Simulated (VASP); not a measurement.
Write the native input for VASP 6.6.1 that does the following.

- Task: density of states
- Functional: PBE
- Potentials or basis: VASP PAW PBE potentials, release 64 (Sb)
- Cutoff: 520 eV
- k mesh: 8 × 8 × 1
- Occupations: fermi-dirac, width 0.05 eV
- Spin: no spin polarisation
- Dipole correction: no
- k mesh for the DOS: 12 × 12 × 1
- Occupations for the DOS: tetrahedron
- Further INCAR settings: ALGO = Normal; EDIFF = 1e-07

Slab: Sb, a slab with vacuum.

```
Sb
1.0
     3.16000    0.00000    0.00000
     0.00000    3.16000    0.00000
     0.00000    0.00000   24.48000
Sb
4
Cartesian
  0.0000 0.0000 7.5000
  0.0000 0.0000 10.6600
  0.0000 0.0000 13.8200
  0.0000 0.0000 16.9800
```

The input as run:

POSCAR

```
Sb
1.0
    3.1600000000      0.0000000000      0.0000000000
    0.0000000000      3.1600000000      0.0000000000
    0.0000000000      0.0000000000     24.4800000000
Sb
4
Direct
    0.0000000000      0.0000000000      0.3063725490
    0.0000000000      0.0000000000      0.4354575163
    0.0000000000      0.0000000000      0.5645424837
    0.0000000000      0.0000000000      0.6936274510
```

INCAR.step1

```
PREC     = Accurate       # precision mode
ENCUT    = 520            # plane-wave cutoff, eV
EDIFF    = 1E-7           # SCF threshold, eV
ISMEAR   = -1             # smearing method
SIGMA    = 0.05           # smearing width, eV
LREAL    = F              # projectors in reciprocal space
LASPH    = T              # aspherical terms in the spheres
NELM     = 100            # most SCF steps
ALGO     = Normal         # electronic algorithm
ISIF     = 2              # what is computed and relaxed
LWAVE    = F              # write WAVECAR
LCHARG   = T              # write CHGCAR
GGA      = PE             # functional
NBANDS   = 18             # bands
```

KPOINTS.step1

```
Automatic mesh
0
Gamma
  8 8 1
```

INCAR.step2

```
PREC     = Accurate       # precision mode
ENCUT    = 520            # plane-wave cutoff, eV
EDIFF    = 1E-7           # SCF threshold, eV
ISMEAR   = -5             # smearing method
SIGMA    = 0.05           # smearing width, eV
LREAL    = F              # projectors in reciprocal space
LASPH    = T              # aspherical terms in the spheres
NELM     = 100            # most SCF steps
ALGO     = Normal         # electronic algorithm
ISIF     = 2              # what is computed and relaxed
LWAVE    = F              # write WAVECAR
LCHARG   = F              # write CHGCAR
GGA      = PE             # functional
LORBIT   = 10             # projections on sites
NEDOS    = 2001           # points of the DOS
ICHARG   = 11             # starting density
```

KPOINTS.step2

```
Automatic mesh
0
Gamma
  12 12 1
```

Potentials or basis: VASP PAW PBE potentials, release 64 (Sb).

The run is started by

```sh
$ cat potpaw_PBE.64/Sb/POTCAR > POTCAR
$ cp INCAR.step1 INCAR
$ cp KPOINTS.step1 KPOINTS
$ mpirun -np 1 vasp_std > vasp.out
$ cp INCAR.step2 INCAR
$ cp KPOINTS.step2 KPOINTS
$ mpirun -np 1 vasp_std > vasp.out
```

It gave:

| Property | Result |
| --- | --- |
| Valence electrons inside the program's atomic spheres | Sb 2.34, 2.33 |

Caveat: the bands computed are all filled at some k points, so no gap is given; spin-orbit coupling is left out, which moves the levels of the heavy elements.

Run time: 2.8 min on 1 thread of Intel(R) Xeon(R) Platinum 8259CL CPU @ 2.50GHz (Skylake/Cascade Lake), on a shared host, peak memory 0.32 GiB.
